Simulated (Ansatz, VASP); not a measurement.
Two plane-wave programs on SnO

INCAR

```
PREC = Accurate
ENCUT = 520
EDIFF = 1E-6
ISMEAR = 0
SIGMA = 0.05
LREAL = False
LASPH = True
NELM = 100
ALGO = Normal
ISIF = 2
LWAVE = False
LCHARG = False
LDIPOL = True
IDIPOL = 3
DIPOL = 0.5 0.5 0.408
GGA = PE
IVDW = 12
NBANDS = 50
```

File KPOINTS:

```
Automatic mesh
0
Gamma
  7 7 1
```

Contents of POSCAR:

```
SnO
1.0
    3.8201636883      0.0000000000      0.0000000000
    0.0000000000      3.8201636883      0.0000000000
    0.0000000000      0.0000000000     22.2260802162
Sn O
4 4
Direct
    0.7500000000      0.2500000000      0.2024648501
    0.2500000000      0.7500000000      0.3087831971
    0.5000000000      1.1250000000      0.5067488283
    1.0000000000      0.6250000000      0.6130671753
    0.2500000000      0.2500000000      0.2556240236
    0.7500000000      0.7500000000      0.2556240236
    1.0000000000      1.1250000000      0.5599080018
    0.5000000000      0.6250000000      0.5599080018
```

Input for Ansatz:

```yaml
crystal:
  lattice:
    - [3.8201636883, 0.0, 0.0]
    - [0.0, 3.8201636883, 0.0]
    - [0.0, 0.0, 22.2260802162]
  atoms:
    - { symbol: Sn, position: [0.75, 0.25, 0.2024648501] }
    - { symbol: O, position: [0.25, 0.25, 0.2556240236] }
    - { symbol: O, position: [0.75, 0.75, 0.2556240236] }
    - { symbol: Sn, position: [0.25, 0.75, 0.3087831971] }
    - { symbol: Sn, position: [0.5, 1.125, 0.5067488283] }
    - { symbol: O, position: [1.0, 1.125, 0.5599080018] }
    - { symbol: O, position: [0.5, 0.625, 0.5599080018] }
    - { symbol: Sn, position: [1.0, 0.625, 0.6130671753] }
basis:
  ecutwfc: 420
kpoints:
  mp_grid: { grid: [7, 7, 1] }
hamiltonian:
  xc: pbe
  pseudopotentials: { kind: paw, azcp: { folder: soft_1 } }
  dispersion: d3bj
scf:
  occupations: { method: gaussian, width: 0.05 }
output:
  forces: true
  eigenvalues: true
efield:
  axis: 3
  dipole_correction: true
  ramp_width: 0.04
```

Alike in both runs: task single point; functional PBE; dispersion D3(BJ); k mesh 7 × 7 × 1; occupations gaussian, width 0.05 eV; no spin polarisation.

|  | VASP | Ansatz |
| --- | --- | --- |
| version | VASP 6.6.1 | Ansatz 0.2.0 |
| potentials or method | VASP PAW PBE potentials, release 64 (Sn_d, O), cutoff 520 eV | scalar-relativistic, plane waves, PAW |
| valence electrons in the cell | 80 | 80 |

```tsv
	VASP	Ansatz	Ansatz less VASP
gap on the k mesh at the Fermi level (eV)	2.59	2.64	+0.045
least direct gap on the mesh (eV)	2.62	2.66	+0.043
rms of the force components (eV/Å)	0.052	0.019	-0.0329
```
